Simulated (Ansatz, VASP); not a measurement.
This is a calculation of Ba for Ansatz 0.2.0.

The input input.yaml:

```yaml
crystal:
  lattice:
    - [-2.4553325815, 2.4553325815, 2.4553325815]
    - [2.4553325815, -2.4553325815, 2.4553325815]
    - [2.4553325815, 2.4553325815, -2.4553325815]
  atoms:
    - { symbol: Ba, position: [0.0, 0.0, 0.0] }
kpoints:
  mp_grid: { grid: [6, 6, 6] }
scf:
  occupations: { method: gaussian, width: 0.1 }
hamiltonian:
  xc: rpbe
  dispersion: d3bj
  pseudopotentials: { kind: all_electron, lapw: { basis_error: 0.002 } }
magnetization:
  noncollinear: true
  spin_orbit: true
output:
  forces: true
  stress: true
  eigenvalues: true
```

Potentials or basis: all-electron LAPW, relativistic spinors.

Launch:

```bash
$ ansatz run input.yaml --threads 1 --pin off --max-ram 2560MiB --backend cpu --events-out ev --progress --plain --runs-dir out
```

Task: Set up the same calculation for VASP 6.6.1. Potentials there: VASP PAW PBE potentials, release 64 (Ba_sv).

Result: As run (the cutoff follows the program's own potentials):

INCAR

```
  PREC = Accurate
  ENCUT = 520
  EDIFF = 1E-6
  ISMEAR = 0
  SIGMA = 0.1
  LREAL = False
  LASPH = True
  NELM = 150
  ALGO = Normal
  ISIF = 2
  LWAVE = False
  LCHARG = False
  LNONCOLLINEAR = True
  MAGMOM = 0 0 0
  LORBIT = 11
  LSORBIT = True
  GGA_COMPAT = False
  LORBMOM = True
  GGA = RP
  IVDW = 12
  NBANDS = 21
```

Contents of KPOINTS:

```
regular mesh
0
Gamma
  6 6 6
```

Contents of POSCAR:

```
Ba
1.0
   -2.4553325815      2.4553325815      2.4553325815
    2.4553325815     -2.4553325815      2.4553325815
    2.4553325815      2.4553325815     -2.4553325815
Ba
1
Direct
    0.0000000000      0.0000000000      0.0000000000
```

Potentials or basis: VASP PAW PBE potentials, release 64 (Ba_sv).

Launch:

```console
$ cat potpaw_PBE.64/Ba_sv/POTCAR > POTCAR
$ mpirun -np 1 vasp_ncl > vasp.out
```

Both were run:

|  | VASP | Ansatz | Ansatz less VASP |
| --- | --- | --- | --- |
| pressure (GPa) | -5.9 | -6.0 | -0.05 |
| net moment per atom (μB) | 0.00 | 0.00 | 0.000 |

VASP's potentials were made for PBE, not for RPBE. Ansatz ran all-electron here, and VASP with PAW potentials.

Noted on Ansatz's run: the k mesh is thin for a metal, which can move the energy by tens of meV per atom.
